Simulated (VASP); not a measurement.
# Zr2TiN3 in VASP: notebook

Zr2TiN3 is run at these levels: PBE; tasks: single point, relaxation of cell and atoms.

Program: VASP 6.6.1. These are calculated values, not measurements. Logs are shortened: lines on timing, memory, paths and dates and some standing lists are left out, and cuts for length are marked.

## 1. The cell of the first run

It takes space group P-3m1 (No. 164, trigonal). Conventional cell: a = 3.178 Å, b = 3.178 Å, c = 7.748 Å, α = 90.00°, β = 90.00°, γ = 120.00°. Within 3.3 Å of Zr (site symmetry 3m) lie 6 N at 2.27 to 2.28 Å and 3 Ti at 3.12 Å and 9 Zr at 3.18 to 3.27 Å. Ti (site symmetry -3m) has 6 N at 2.18 Å within 2.9 Å. Within 3.0 Å of N (site symmetry 3m) lie 3 Ti at 2.18 Å and 3 Zr at 2.27 Å and 3 N at 3.00 Å. Within 3.0 Å of N (site symmetry -3m) lie 6 Zr at 2.28 Å.

## 2. Single point, PBE

Contents of INCAR:

```
  PREC = Accurate
  ENCUT = 520
  EDIFF = 1E-7
  ISMEAR = 0
  SIGMA = 0.1
  LREAL = False
  LASPH = True
  NELM = 60
  ALGO = Normal
  ISIF = 2
  LWAVE = False
  LCHARG = False
  GGA = PE
  NBANDS = 34
```

Contents of KPOINTS:

```
Automatic mesh
0
Gamma
  12 12 6
```

Contents of POSCAR:

```
Zr2TiN3
1.0
    3.1783115487      0.0000000000      0.0000000000
   -1.5891557743      2.7524985423      0.0000000000
    0.0000000000      0.0000000000      7.7482475049
Zr Ti N
2 1 3
Direct
    0.6666666667      0.3333333333      0.8250709264
    0.3333333333      0.6666666667      0.1749290736
    0.0000000000      0.0000000000      0.5000000000
    0.3333333333      0.6666666667      0.6527847000
    0.6666666667      0.3333333333      0.3472153000
    0.0000000000      0.0000000000      0.0000000000
```

Potentials or basis: VASP PAW PBE potentials, release 64 (Zr_sv, Ti_sv, N).

On the command line:

```bash
$ cat potpaw_PBE.64/Zr_sv/POTCAR potpaw_PBE.64/Ti_sv/POTCAR potpaw_PBE.64/N/POTCAR > POTCAR
$ mpirun -np 1 vasp_std > vasp.out
```

OUTCAR:

```text
PREC = Accurate
   ENCUT = 520
   EDIFF = 1E-7
   ISMEAR = 0
   LREAL = False
   LASPH = True
   NELM = 60
   ISIF = 2
   GGA = PE

 ion  position               nearest neighbor table
   1  0.667  0.333  0.825-   4 2.27   4 2.27   4 2.27   6 2.28   6 2.28   6 2.28   3 3.12   3 3.12
                             3 3.12   2 3.27   2 3.27   2 3.27
   2  0.333  0.667  0.175-   5 2.27   5 2.27   5 2.27   6 2.28   6 2.28   6 2.28   3 3.12   3 3.12
                             3 3.12   1 3.27   1 3.27   1 3.27
   3  0.000  0.000  0.500-   4 2.18   5 2.18   4 2.18   5 2.18   5 2.18   4 2.18   1 3.12   2 3.12
                             2 3.12   1 3.12   2 3.12   1 3.12
   4  0.333  0.667  0.653-   3 2.18   3 2.18   3 2.18   1 2.27   1 2.27   1 2.27
   5  0.667  0.333  0.347-   3 2.18   3 2.18   3 2.18   2 2.27   2 2.27   2 2.27
   6  0.000  0.000  0.000-   1 2.28   2 2.28   2 2.28   1 2.28   1 2.28   2 2.28

  LATTYP: Found a hexagonal cell.
 ALAT       =     3.1783115487
 C/A-ratio  =     2.4378502190

  Lattice vectors:

 A1 = (   3.1783115487,   0.0000000000,   0.0000000000)
 A2 = (  -1.5891557743,   2.7524985423,   0.0000000000)
 A3 = (   0.0000000000,   0.0000000000,   7.7482475049)

Analysis of symmetry for initial positions (statically):
=====================================================================
 Subroutine PRICEL returns:
 Original cell was already a primitive cell.

 Routine SETGRP: Setting up the symmetry group for a
 hexagonal supercell.

 Subroutine GETGRP returns: Found 12 space group operations
 (whereof 12 operations were pure point group operations)
 out of a pool of 24 trial point group operations.

The static configuration has the point symmetry D_3d.

Analysis of symmetry for dynamics (positions and initial velocities):
=====================================================================
 Subroutine PRICEL returns:
 Original cell was already a primitive cell.

 Routine SETGRP: Setting up the symmetry group for a
 hexagonal supercell.

 Subroutine GETGRP returns: Found 12 space group operations
 (whereof 12 operations were pure point group operations)
 out of a pool of 24 trial point group operations.

The dynamic configuration has the point symmetry D_3d.

 Subroutine INISYM returns: Found 12 space group operations
 (whereof 12 operations are pure point group operations),
 and found     1 'primitive' translations

----------------------------------------------------------------------------------------

                                     Primitive cell

  volume of cell :      67.7840

  direct lattice vectors                    reciprocal lattice vectors
     3.178311549  0.000000000  0.000000000     0.314632466  0.181653139  0.000000000
    -1.589155774  2.752498542  0.000000000     0.000000000  0.363306278  0.000000000
     0.000000000  0.000000000  7.748247505     0.000000000  0.000000000  0.129061443

  length of vectors
     3.178311549  3.178311549  7.748247505     0.363306278  0.363306278  0.129061443

  position of ions in fractional coordinates (direct lattice)
     0.666666667  0.333333333  0.825070926
     0.333333333  0.666666667  0.174929074
     0.000000000  0.000000000  0.500000000
     0.333333333  0.666666667  0.652784700
     0.666666667  0.333333333  0.347215300
     0.000000000  0.000000000  0.000000000

  ion indices of the primitive-cell ions
   primitive index   ion index
                 1           1
                 2           2
                 3           3
                 4           4
                 5           5
                 6           6

----------------------------------------------------------------------------------------

 KPOINTS: Automatic mesh

Automatic generation of k-mesh.
 Grid dimensions read from file:
 generate k-points for:   12   12    6

 Generating k-lattice:

  Cartesian coordinates                     Fractional coordinates (reciprocal lattice)
     0.026219372  0.015137762  0.000000000     0.083333333  0.000000000  0.000000000
     0.000000000  0.030275523  0.000000000     0.000000000  0.083333333  0.000000000
     0.000000000  0.000000000  0.021510240     0.000000000  0.000000000  0.166666667

  Length of vectors
     0.030275523  0.030275523  0.021510240

  Shift w.r.t. Gamma in fractional coordinates (k-lattice)
     0.000000000  0.000000000  0.000000000

 Subroutine IBZKPT returns following result:
 ===========================================

 Found    100 irreducible k-points:

 Following reciprocal coordinates:
            Coordinates               Weight
  0.000000  0.000000  0.000000      1.000000
  0.083333  0.000000  0.000000      6.000000
  0.166667  0.000000  0.000000      6.000000
  0.250000  0.000000  0.000000      6.000000
  0.333333  0.000000  0.000000      6.000000
  0.416667  0.000000  0.000000      6.000000
[... 16 lines left out ...]
  0.166667  0.000000  0.166667      6.000000
  0.000000  0.166667  0.166667      6.000000
 [... further k-points ...]
[... 33 lines left out ...]
   ISMEAR =     0;   SIGMA  =   0.10  broadening in eV -4-tet -1-fermi 0-gaus
   EFERMI_NEDOS =   21; number of points for ismear=-14 and -15
   IALGO  =     38    algorithm
   IMIX   =      4    mixing-type and parameters
     AMIX     =   0.40;   BMIX     =  1.00
     AMIX_MAG =   1.60;   BMIX_MAG =  1.00
  volume/ion in A,a.u.               =      11.30        76.24
  Fermi-wavevector in a.u.,A,eV,Ry     =   1.488981  2.813766 30.165000  2.217065
  Thomas-Fermi vector in A             =   2.601947
   LORBIT       =      0    0 simple, 1 ext, 2 COOP (PROOUT), +10 PAW based schemes
   GGA     = PE    functional components
   LHFCALC =     F    Hartree Fock is set to
   AEXX    =    0.0000 exact exchange contribution
   IVDW    =     0    specifies the selected vdW correction
   LEPSILON=     F    determine dielectric tensor
   LRPA    =     F    only Hartree local field effects (RPA)
 non-spin polarized calculation
 Gauss-broadening in eV      SIGMA  =   0.10
  energy-cutoff  :      520.00
  volume of cell :       67.78
 maximum number of plane-waves:      1848
   NGX = 11   NGY = 11   NGZ = 29

 number of electron      51.0000011 magnetization

 Free energy of the ion-electron system (eV)
  ---------------------------------------------------
  ext. energy  EPLUGINS =         0.00000000
  ---------------------------------------------------
  free energy    TOTEN  =       -60.14777851 eV

  energy without entropy =      -60.13602588  energy(sigma->0) =      -60.14190219

 E-fermi :  11.6721     XC(G=0): -12.6106

 val. band max:       11.6711035446   @ k =   0.3333   0.1667   0.5000
 cond. band min:      11.6947793248   @ k =   0.2500   0.2500   0.5000
 fundamental gap:      0.0236757802
 Fermi energy:        11.6720988841

 k-point     1 :       0.0000    0.0000    0.0000
  band No.  band energies     occupation
      1     -46.1773      2.00000
      2     -37.8334      2.00000
      3     -37.7693      2.00000
      4     -22.4856      2.00000
      5     -22.3172      2.00000
      6     -22.3172      2.00000
[... 26 lines left out ...]
     33      13.3283      0.00000
     34      13.6957      0.00000

 k-point     2 :       0.0833    0.0000    0.0000
  band No.  band energies     occupation
      1     -46.1752      2.00000
      2     -37.8246      2.00000
      3     -37.7625      2.00000
      4     -22.4814      2.00000
      5     -22.3362      2.00000
      6     -22.3212      2.00000
[... 26 lines left out ...]
     33      13.8360      0.00000
     34      14.0898      0.00000

 k-point     3 :       0.1667    0.0000    0.0000
  band No.  band energies     occupation
      1     -46.1695      2.00000
      2     -37.8004      2.00000
      3     -37.7439      2.00000
      4     -22.4702      2.00000
      5     -22.3878      2.00000
      6     -22.3324      2.00000
[... 26 lines left out ...]
     33      14.3961      0.00000
     34      14.5402      0.00000
[... 704 lines left out ...]
 k-point    23 :       0.1667    0.0000    0.1667
  band No.  band energies     occupation
      1     -46.1695      2.00000
      2     -37.8005      2.00000
      3     -37.7438      2.00000
      4     -22.4703      2.00000
      5     -22.3877      2.00000
      6     -22.3324      2.00000
[... 26 lines left out ...]
     33      14.1159      0.00000
     34      14.5091      0.00000

 k-point    24 :       0.0000    0.1667    0.1667
  band No.  band energies     occupation
      1     -46.1695      2.00000
      2     -37.8005      2.00000
      3     -37.7438      2.00000
      4     -22.4703      2.00000
      5     -22.3878      2.00000
      6     -22.3324      2.00000
[... 26 lines left out ...]
     33      14.4470      0.00000
     34      14.5992      0.00000

 [... further k-points ...]

------------------------ aborting loop because EDIFF is reached ----------------------------------------

  FORCE on cell =-STRESS in cart. coord.  units (eV):
  Direction    XX          YY          ZZ          XY          YZ          ZX
  --------------------------------------------------------------------------------------
  -------------------------------------------------------------------------------------
  Total        0.1333636      0.1333636      0.1080040      0.0000000      0.0000000     -0.0000000
  in kB        3.1522523      3.1522523      2.5528385      0.0000000      0.0000000     -0.0000000
  external PRESSURE =       2.9524477 kB  Pullay stress =       0.0000000 kB

 VOLUME and BASIS-vectors are now :
 -----------------------------------------------------------------------------
  energy-cutoff  :      520.00
  volume of cell :       67.78
      direct lattice vectors                 reciprocal lattice vectors
     3.178311549  0.000000000  0.000000000     0.314632466  0.181653139  0.000000000
    -1.589155774  2.752498542  0.000000000     0.000000000  0.363306278  0.000000000
     0.000000000  0.000000000  7.748247505     0.000000000  0.000000000  0.129061443

 POSITION                                       TOTAL-FORCE (eV/Angst)
 -----------------------------------------------------------------------------------
      1.58916      0.91750      6.39285        -0.000000     -0.000000     -0.012284
     -0.00000      1.83500      1.35539        -0.000000      0.000000      0.012284
      0.00000      0.00000      3.87412         0.000000      0.000000      0.000000
     -0.00000      1.83500      5.05794         0.000000     -0.000000      0.013166
      1.58916      0.91750      2.69031         0.000000     -0.000000     -0.013166
      0.00000      0.00000      0.00000         0.000000      0.000000      0.000000
 -----------------------------------------------------------------------------------
    total drift:                                0.000000     -0.000000      0.000000

  FREE ENERGIE OF THE ION-ELECTRON SYSTEM (eV)
  ---------------------------------------------------
  free  energy   TOTEN  =       -60.1477785055 eV

  energy  without entropy=      -60.1360258808  energy(sigma->0) =      -60.14190219
```

Run time: 3.7 min. Hardware: 1 thread of Intel Xeon Platinum 8488C (Sapphire Rapids), shared host; peak memory 0.34 GiB.

What came out:

```
Free energy            : -60.1478 eV
Pressure               : 0.3 GPa
Largest force          : 0.013 eV/Å
Band gap on the k mesh : zero (an odd number of electrons rules out a gap without spin polarisation)
```

Forces in eV/Å, atoms in the order of the input:
```
Zr   0.000  0.000 -0.012
Zr   0.000  0.000  0.012
Ti   0.000  0.000  0.000
N    0.000  0.000  0.013
N    0.000  0.000 -0.013
N    0.000  0.000  0.000
```

Levels at points of the mesh, in eV from the Fermi level:
| k point | band 24 | band 25 | band 26 | band 27 | band 28 | band 29 |
| --- | --- | --- | --- | --- | --- | --- |
| (0.00, 0.00, 0.00) | -2.36 | -0.49 | -0.49 | -0.42 | 1.00 | 1.00 |
| (0.50, 0.00, 0.00) | -3.17 | -3.10 | 0.72 | 0.82 | 1.50 | 1.73 |
| (0.00, 0.00, 0.50) | -3.61 | -0.09 | -0.09 | 0.11 | 0.23 | 0.56 |
| (0.50, 0.00, 0.50) | -3.77 | -1.52 | -1.48 | 1.51 | 1.67 | 2.53 |

## 3. Single point, PBE

This run uses another cell than the first one: it holds 12 atoms, not 6.

Contents of INCAR:

```
PREC = Accurate
ENCUT = 520
EDIFF = 1E-6
ISMEAR = 0
SIGMA = 0.2
LREAL = F
LASPH = T
NELM = 100
ALGO = Normal
ISIF = 2
LWAVE = F
LCHARG = T
GGA = PE
LELF = T
LVHAR = T
NBANDS = 63
```

Contents of KPOINTS:

```
regular mesh
0
Gamma
  6 6 2
```

Contents of POSCAR:

```
Zr2TiN3
1.0
    3.1705862696     -0.0006967844     -0.0001696609
   -1.5859088178      2.7462603221      0.0004317277
   -0.0009604482      0.0010925752     15.5674717159
Zr Ti N
4 2 6
Direct
    0.6668358560      0.3334538144      0.4127584126
    0.6666790532      0.3332013659      0.9128263577
    0.3333623756      0.6667336889      0.0872136828
    0.3332021291      0.6665882582      0.5871890806
    0.0000716962      0.0002482346      0.2499802879
   -0.0002436806     -0.0002278657      0.7500335311
    0.3334977775      0.6667727070      0.3263930062
    0.3333036293      0.6665277856      0.8264129772
    0.6667324182      0.3334734892      0.1735836010
    0.6665207907      0.3332164850      0.6736136728
    0.0000154449      0.0000279491      0.4999790650
    0.0000225102     -0.0000159121      0.0000163252
```

Potentials or basis: VASP PAW PBE potentials, release 64 (Zr_sv, Ti_sv, N).

On the command line:

```bash
$ cat potpaw_PBE.64/Zr_sv/POTCAR potpaw_PBE.64/Ti_sv/POTCAR potpaw_PBE.64/N/POTCAR > POTCAR
$ mpirun -np 1 vasp_std > vasp.out
```

Run time: 7 min. Hardware: 1 thread of Intel Xeon Platinum 8488C (Sapphire Rapids), shared host; peak memory 0.43 GiB.

Results (log left out):

| Quantity | Value |
| --- | --- |
| Free energy | -120.3833 eV |
| Pressure | 0.2 GPa |
| Largest force | 0.014 eV/Å |
| Band gap on the k mesh | zero (bands 51 and 52 overlap by 1.18 eV) |

Forces in eV/Å, atoms in the order of the input:
```
Zr  -0.001 -0.002  0.002
Zr  -0.001  0.002 -0.011
Zr   0.001  0.000  0.004
Zr   0.002  0.001  0.010
Ti   0.002 -0.003  0.002
Ti   0.002  0.002 -0.005
N   -0.002  0.002  0.007
N   -0.001  0.000  0.014
N   -0.001 -0.001 -0.009
N   -0.001 -0.001 -0.013
N    0.000  0.000 -0.001
N    0.000  0.000  0.001
```

Stress tensor (GPa, compression positive):
```
 0.26  0.07  0.01
 0.07  0.23 -0.04
 0.01 -0.04  0.23
```

Levels at points of the mesh, in eV from the Fermi level:
| k point | band 48 | band 49 | band 50 | band 51 | band 52 | band 53 | band 54 | band 55 |
| --- | --- | --- | --- | --- | --- | --- | --- | --- |
| (0.00, 0.00, 0.00) | -2.40 | -0.50 | -0.49 | -0.49 | -0.11 | -0.11 | 0.08 | 0.20 |
| (0.50, 0.00, 0.00) | -3.17 | -3.13 | -1.54 | -1.54 | 0.64 | 0.76 | 1.47 | 1.48 |
| (0.00, 0.50, 0.00) | -3.17 | -3.13 | -1.54 | -1.54 | 0.64 | 0.76 | 1.47 | 1.48 |
| (0.50, 0.50, 0.00) | -3.17 | -3.13 | -1.54 | -1.54 | 0.64 | 0.76 | 1.47 | 1.48 |
| (0.00, 0.00, 0.50) | -2.85 | -0.33 | -0.33 | -0.32 | -0.32 | -0.25 | -0.25 | 0.61 |
| (0.50, 0.00, 0.50) | -3.38 | -2.45 | -2.44 | -0.47 | -0.47 | 1.47 | 1.47 | 1.59 |
| (0.00, 0.50, 0.50) | -3.38 | -2.45 | -2.44 | -0.47 | -0.47 | 1.47 | 1.47 | 1.59 |
| (0.50, 0.50, 0.50) | -3.38 | -2.45 | -2.44 | -0.47 | -0.47 | 1.47 | 1.47 | 1.59 |

Caveat: the k points lie up to 0.38 Å⁻¹ apart, too coarse for converged energies and pressures of a metal.

## 4. Relaxation of cell and atoms, PBE

Contents of INCAR:

```
SYSTEM = Zr2TiN3
PREC     = Accurate       ! precision mode
ENCUT    = 600            ! plane-wave cutoff, eV
EDIFF    = 1E-6           ! SCF threshold, eV
ISMEAR   = 0              ! smearing method
SIGMA    = 0.1            ! smearing width, eV
LREAL    = .False.        ! projectors in reciprocal space
LASPH    = .True.         ! aspherical terms in the spheres
NELM     = 80             ! most SCF steps
ALGO     = Normal         ! electronic algorithm
ISIF     = 3              ! what is computed and relaxed
LWAVE    = .False.        ! write WAVECAR
LCHARG   = .False.        ! write CHGCAR
GGA      = PE             ! functional
IBRION   = 2              ! ionic algorithm
NSW      = 100            ! ionic steps
EDIFFG   = -0.01          ! ionic threshold
```

Contents of KPOINTS:

```
Automatic mesh
0
Gamma
  12 12 6
  0 0 0
```

Contents of POSCAR:

```
Zr2TiN3
1.0
    3.1702912684      0.0000000000      0.0000000000
   -1.5851456342      2.7455527758      0.0000000000
    0.0000000000      0.0000000000      7.7842477939
Zr Ti N
2 1 3
Direct
    0.6666666667      0.3333333333      0.8259667948
    0.3333333333      0.6666666667      0.1740332052
    0.0000000000      0.0000000000      0.5000000000
    0.3333333333      0.6666666667      0.6526852687
    0.6666666667      0.3333333333      0.3473147313
    0.0000000000      0.0000000000      0.0000000000
```

On the command line:

```bash
$ cat potpaw_PBE.64/Zr_sv/POTCAR potpaw_PBE.64/Ti_sv/POTCAR potpaw_PBE.64/N/POTCAR > POTCAR
$ mpirun -np 1 vasp_std > vasp.out
```

Wall time 12 min (1 thread of Intel Xeon Platinum 8488C (Sapphire Rapids), shared host); peak memory 0.4 GiB.

The run converged. Its results:

```
Free energy                           : -60.1536 eV
Relaxed volume                        : 11.30 Å³/atom
Relaxed cell                          : a = 3.179 Å, b = 3.179 Å, c = 7.748 Å, α = 90.00°, β = 90.00°, γ = 120.00°
Space group after relaxing (to 0.1 Å) : P-3m1 (No. 164)
Energy gained by relaxing             : 0.5 meV/atom
Ionic steps                           : 5
Pressure after relaxing               : 0.0 GPa
Largest force after relaxing          : 0.005 eV/Å
Band gap on the k mesh                : zero (an odd number of electrons rules out a gap without spin polarisation)
```

Forces on the atoms (eV/Å):
```
Zr   0.000  0.000 -0.003
Zr   0.000  0.000  0.003
Ti   0.000  0.000  0.000
N    0.000  0.000  0.005
N    0.000  0.000 -0.005
N    0.000  0.000  0.000
```

The path:
```tsv
step	energy change (eV)	largest force (eV/Å)	pressure (GPa)	volume (Å³)
1	0.0000	0.1177	0.23	67.76
2	-0.0025	0.0298	-0.31	67.91
3	-0.0026	0.0157	-0.41	67.94
4	-0.0024	0.0151	0.59	67.68
5	-0.0028	0.0047	0.02	67.83
```

Final structure:
```cif
data_structure
_symmetry_space_group_name_H-M 'P 1'
_symmetry_Int_Tables_number 1
_cell_length_a 3.1794
_cell_length_b 3.1794
_cell_length_c 7.7482
_cell_angle_alpha 90.000
_cell_angle_beta 90.000
_cell_angle_gamma 120.000
_cell_volume 67.83
loop_
_atom_site_label
_atom_site_type_symbol
_atom_site_fract_x
_atom_site_fract_y
_atom_site_fract_z
_atom_site_occupancy
Zr1 Zr 0.66667 0.33333 0.82502 1
Zr2 Zr 0.33333 0.66667 0.17498 1
Ti1 Ti 0.00000 0.00000 0.50000 1
N1 N 0.33333 0.66667 0.65289 1
N2 N 0.66667 0.33333 0.34711 1
N3 N 0.00000 0.00000 0.00000 1
```

Levels at points of the mesh, in eV from the Fermi level:
```
           k point  band 24  band 25  band 26  band 27  band 28  band 29
(0.00, 0.00, 0.00)    -2.36    -0.49    -0.49    -0.41     0.99     0.99
(0.50, 0.00, 0.00)    -3.17    -3.10     0.72     0.82     1.49     1.72
(0.00, 0.00, 0.50)    -3.62    -0.10    -0.10     0.11     0.24     0.56
(0.50, 0.00, 0.50)    -3.77    -1.52    -1.47     1.50     1.66     2.53
```

## 5. Summary

| task | cell | k mesh | cutoff (eV) | smearing | gap on the mesh (eV) | pressure (GPa) | largest force (eV/Å) |
| --- | --- | --- | --- | --- | --- | --- | --- |
| single point | a = 3.178, b = 3.178, c = 7.748 Å, angles 90.0, 90.0, 120.0°, 6 atoms, atomic positions A | 12 × 12 × 6 | 520 | gaussian 0.1 eV | none | 0.3 | 0.01 |
| single point | a = 3.171, b = 3.171, c = 15.567 Å, angles 90.0, 90.0, 120.0°, 12 atoms, atomic positions B | 6 × 6 × 2 | 520 | gaussian 0.2 eV | none | 0.2 | 0.01 |
| relaxation of cell and atoms | relaxed from a = 3.170, b = 3.170, c = 7.784 Å, angles 90.0, 90.0, 120.0°, 6 atoms, atomic positions A | 12 × 12 × 6 | 600 | gaussian 0.1 eV | none | 0.0 | - |

Alike in all rows: level PBE; potentials or basis VASP PAW PBE potentials, release 64 (Zr_sv, Ti_sv, N); no spin polarisation.

Caveats: some runs use coarse meshes.

Absolute energies hang on the potentials; compare differences alone.
